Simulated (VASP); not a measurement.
Runs of VASP 6.6.1 on Na4Sb. The structure is that of space group Im-3m (No. 229), or close to it. The cells are those of the table. 

```tsv
task	cell	k mesh	cutoff (eV)	gap on the mesh (eV)	pressure (GPa)	relaxed volume (Å³/atom)
relaxation of cell and atoms	relaxed from a = 5.366 Å, angles 109.5°, 5 atoms	4 × 4 × 4	600	none	-0.1	38.65
single point	a = 5.366 Å, angles 109.5°, 5 atoms	4 × 4 × 4	520	none	15.6	-
single point	a = 6.297 Å, angles 109.5°, 5 atoms	4 × 4 × 4	520	none	0.1	-
relaxation of cell and atoms	relaxed from a = 6.297 Å, angles 109.5°, 5 atoms	8 × 8 × 8	600	none	0.0	(a)
single point	a = 6.301 Å, angles 109.5°, 5 atoms	8 × 8 × 8	520	none	0.1	-
```

Alike in all rows: level PBE; potentials or basis VASP PAW PBE potentials, release 64 (Na_pv, Sb); no spin polarisation; smearing gaussian 0.1 eV.

Task: Fill in the values left out.

Result: (a) 38.56.

Caveats: spin-orbit coupling is left out, which moves the levels of the heavy elements; the volume moved by over 15 % at a fixed basis, so the end points are rough (some runs).

A k mesh can miss the band edges, and the runs leave out spin-orbit coupling on Sb.

A gap of «none» marks levels without a gap at the run's occupations.
